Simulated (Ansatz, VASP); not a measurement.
**Two plane-wave programs on Ag**

```
CELL_PARAMETERS angstrom
-1.64119 1.64119 1.64119
1.64119 -1.64119 1.64119
1.64119 1.64119 -1.64119
ATOMIC_POSITIONS crystal
Ag 0.00000 0.00000 0.00000
```

Alike in both runs: task single point; functional PBE; k mesh 8 × 8 × 8; occupations gaussian, width 0.05 eV; no spin polarisation.

```csv
,VASP,Ansatz
version,VASP 6.6.1,Ansatz 0.2.0
potentials or method,"VASP PAW PBE potentials, release 64 (Ag), cutoff 500 eV","scalar-relativistic, plane waves, PAW"
valence electrons in the cell,11,19
```

```tsv
	VASP	Ansatz	Ansatz less VASP
gap on the k mesh at the Fermi level (eV)	none	none	-
pressure (GPa)	1.4	1.5	+0.09
```

A gap of «none» marks a metal or a gap that the smearing closes. VASP's potentials hold 11 valence electrons a cell and Ansatz's 19, so a difference there can come from the potentials and not from the codes.
